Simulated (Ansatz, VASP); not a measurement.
## One calculation of Co, two programs

```
Co
1.0
    -1.41457    1.39291    1.39216
     1.44298   -1.37513    1.40278
     1.41127    1.37182   -1.37438
Co
1
Direct
  0.00000 0.00000 0.00000
```

Alike in both runs: functional LDA; k mesh 8 × 7 × 8; occupations fermi-dirac, width 0.05 eV; collinear spin.

|  | VASP | Ansatz |
| --- | --- | --- |
| version | VASP 6.6.1 | Ansatz 0.2.0 |
| potentials or method | VASP PAW LDA potentials, release 64 (Co) | Ansatz PAW |
| plane-wave cutoff (eV) | 520 | 420 |
| valence electrons in the cell | 9 | 17 |
| task | single point | projected density of states |

|  | VASP | Ansatz | Ansatz less VASP |
| --- | --- | --- | --- |
| gap on the k mesh at the Fermi level (eV) | none | none | - |
| pressure (GPa) | -17.4 | -15.8 | +1.62 |
| traceless stress, the component that is largest in VASP (GPa) | -1.81 | -1.68 | +0.128 |
| net moment per atom (μB) | 1.67 | 1.76 | +0.087 |
| size of the moment on the site where the two differ most (μB) | 1.68 | 1.79 | +0.118 |

LDA's correlation is that of Perdew and Zunger in VASP and of Perdew and Wang (1992) in Ansatz. Site moments also hang on the region over which each program counts them. A gap of «none» marks a metal or a gap that the smearing closes. VASP's potentials hold 9 valence electrons a cell and Ansatz's 17, so a difference there can come from the potentials and not from the codes.

The k mesh is coarse, so the values compare programs but aren't converged.
